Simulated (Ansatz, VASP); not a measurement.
## One calculation of PtS2, two programs

```xyz
3
Lattice="3.5766 0.0000 0.0000 -1.7883 3.0974 0.0000 0.0000 0.0000 6.4966" Properties=species:S:1:pos:R:3 pbc="T T T"
Pt    0.0000    0.0000    0.0000
S     0.0000    2.0649    1.2276
S     1.7883    1.0325    5.2691
```

Alike in both runs: task single point; functional PBE; k mesh 12 × 12 × 6; occupations gaussian, width 0.05 eV; no spin polarisation.

|  | VASP | Ansatz |
| --- | --- | --- |
| version | VASP 6.6.1 | Ansatz 0.2.0 |
| potentials or method | VASP PAW PBE potentials, release 64 (Pt, S), cutoff 520 eV | scalar-relativistic, plane waves, PAW |
| valence electrons in the cell | 22 | 30 |

```csv
,VASP,Ansatz,Ansatz less VASP
gap on the k mesh at the Fermi level (eV),1.48,1.48,-0.005
least direct gap on the mesh (eV),1.59,1.59,-0.004
pressure (GPa),-0.4,0.0,+0.35
"traceless stress, the component that is largest in VASP (GPa)",0.09,0.00,-0.091
rms of the force components (eV/Å),0.017,0.000,-0.0168
```

Atom by atom the forces differ by 0.017 eV/Å (rms over components). The functional is the same, so the differences come from potentials, cutoffs and numerics. VASP's potentials hold 22 valence electrons a cell and Ansatz's 30, so a difference there can come from the potentials and not from the codes.

Spin-orbit coupling is off throughout.
